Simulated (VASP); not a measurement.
A run of VASP 6.6.1:

Contents of INCAR:

```
PREC = Accurate ; ENCUT = 520
EDIFF = 1E-7 ; ISMEAR = -1
SIGMA = 0.1 ; LREAL = F
LASPH = T ; NELM = 100
ALGO = Normal ; ISIF = 2
LWAVE = F ; LCHARG = T
GGA = RE ; LELF = T
LVHAR = T ; NBANDS = 16
```

The input KPOINTS:

```
regular mesh
0
Gamma
  11 11 11
```

The input POSCAR:

```
Ir
1.0
    0.0000000000      2.7953983544      2.7953983544
    2.7953983544      0.0000000000      2.7953983544
    2.7953983544      2.7953983544      0.0000000000
Ir
2
Direct
    0.1250000000      0.1250000000      0.1250000000
    0.8750000000      0.8750000000      0.8750000000
```

Potentials or basis: VASP PAW PBE potentials, release 64 (Ir).

Run with:

```sh
$ cat potpaw_PBE.64/Ir/POTCAR > POTCAR
$ mpirun -np 1 vasp_std > vasp.out
```

Hardware: 1 thread of Intel(R) Xeon(R) Platinum 8259CL CPU @ 2.50GHz (Skylake/Cascade Lake), with other jobs on the host.

Problem. How long does it take, and how much memory?

Solution. Wall time 39 s on 1 thread of Intel(R) Xeon(R) Platinum 8259CL CPU @ 2.50GHz (Skylake/Cascade Lake), with other jobs on the host, peak memory 0.19 GiB. Counts: scf iterations 13, k points 56.
